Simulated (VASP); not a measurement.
The system is Be.

```
Be
1.0
     2.29950    0.00000    0.00000
    -1.14975    1.99143    0.00000
     0.00000    0.00000    3.60090
Be
2
Direct
  0.33333 0.66667 0.25000
  0.66667 0.33333 0.75000
```

| Item | Value |
| --- | --- |
| Program | VASP 6.6.1 |
| Task | relaxation of cell and atoms |
| Functional | r2SCAN |
| Potentials or basis | VASP PAW PBE potentials, release 64 (Be) |
| Cutoff | 600 eV |
| k mesh | 21 × 21 × 12 |
| Occupations | gaussian, width 0.1 eV |
| Spin | no spin polarisation |

At the start: pressure -4.6 GPa; volume 8.24 Å³/atom.

**Question.** How do energy, volume and symmetry change on relaxing?

**Answer.** Over 7 steps the energy falls by 5.2 meV/atom and the volume is 7.92 Å³/atom (-4.0 %); space group P6_3/mmc (No. 194, to 0.1 Å) before and after.

Step by step:
| step | energy change (eV) | largest force (eV/Å) | pressure (GPa) | volume (Å³) |
| --- | --- | --- | --- | --- |
| 1 | 0.0000 | 0.0000 | -4.63 | 16.49 |
| 2 | -0.0101 | 0.0000 | -0.69 | 15.93 |
| 3 | -0.0104 | 0.0000 | 0.14 | 15.83 |
| 4 | -0.0104 | 0.0000 | -0.08 | 15.85 |
| 5 | -0.0104 | 0.0000 | -0.13 | 15.85 |
| 6 | -0.0104 | 0.0000 | -0.13 | 15.85 |
| 7 | -0.0104 | 0.0000 | -0.02 | 15.84 |

Final structure:
```
CELL_PARAMETERS angstrom
2.26274 0.00000 0.00000
-1.13137 1.95959 0.00000
0.00000 0.00000 3.57147
ATOMIC_POSITIONS crystal
Be 0.33333 0.66667 0.25000
Be 0.66667 0.33333 0.75000
```

Caveat: the PAW data sets were made with another functional, which shifts forces and pressure a little.
